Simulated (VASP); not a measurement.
Input of a VASP 6.6.1 run:

File INCAR:

```
SYSTEM = Si
PREC = Accurate ; ENCUT = 520
EDIFF = 1E-7 ; ISMEAR = 0
SIGMA = 0.05 ; LREAL = .FALSE.
LASPH = .TRUE. ; NELM = 100
ALGO = Normal ; ISIF = 2
LWAVE = .FALSE. ; LCHARG = .FALSE.
GGA = PE ; NBANDS = 11
```

Contents of KPOINTS:

```
regular mesh
0
G
  8 8 8
  0 0 0
```

POSCAR

```
Si
1.0
    0.0000000000      2.8338957241      2.6869023391
    2.6834838883      0.0000000000      2.6869023391
    2.6834838883      2.8338957241      0.0000000000
Si
2
Direct
    0.5000000000      0.5000000000      0.5000000000
    0.7500000000      0.7500000000      0.7500000000
```

Potentials or basis: VASP PAW PBE potentials, release 64 (Si).

Command:

```bash
$ cat potpaw_PBE.64/Si/POTCAR > POTCAR
$ mpirun -np 1 vasp_std > vasp.out
```

(1) Predict the pressure.

(2) Estimate the band gap on the k mesh.

## Answers

(1) 0.0 GPa.

(2) 0.35 eV, indirect (least direct gap 2.28 eV).

Caveat: the cell differs from its parent crystal (strain +e along x and -e along y -0.0275, strain +e along z and -e/2 along x and y -0.0175).
